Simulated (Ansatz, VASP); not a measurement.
# One calculation of Fe, two programs

```xyz
1
Lattice="-1.4350 1.4350 1.4350 1.4350 -1.4350 1.4350 1.4350 1.4350 -1.4350" Properties=species:S:1:pos:R:3 pbc="T T T"
Fe    0.0000    0.0000    0.0000
```

Alike in both runs: task single point; functional PBE; k mesh 14 × 14 × 14; occupations gaussian, width 0.05 eV; collinear spin.

|  | VASP | Ansatz |
| --- | --- | --- |
| version | VASP 6.6.1 | Ansatz 0.2.0 |
| potentials or method | VASP PAW PBE potentials, release 64 (Fe), cutoff 520 eV | scalar-relativistic, plane waves, PAW |
| valence electrons in the cell | 8 | 16 |

Ansatz gave:

```
gap on the k mesh at the Fermi level (eV)                     : none
pressure (GPa)                                                : -7.6
net moment per atom (μB)                                      : 2.22
size of the moment on the site where the two differ most (μB) : 2.27
```

Which values does VASP return?

gap on the k mesh at the Fermi level (eV): none; pressure (GPa): -7.7; net moment per atom (μB): 2.23; size of the moment on the site where the two differ most (μB): 2.23.

Site moments also hang on the region over which each program counts them. A gap of «none» marks a metal or a gap that the smearing closes. VASP's potentials hold 8 valence electrons a cell and Ansatz's 16, so a difference there can come from the potentials and not from the codes.
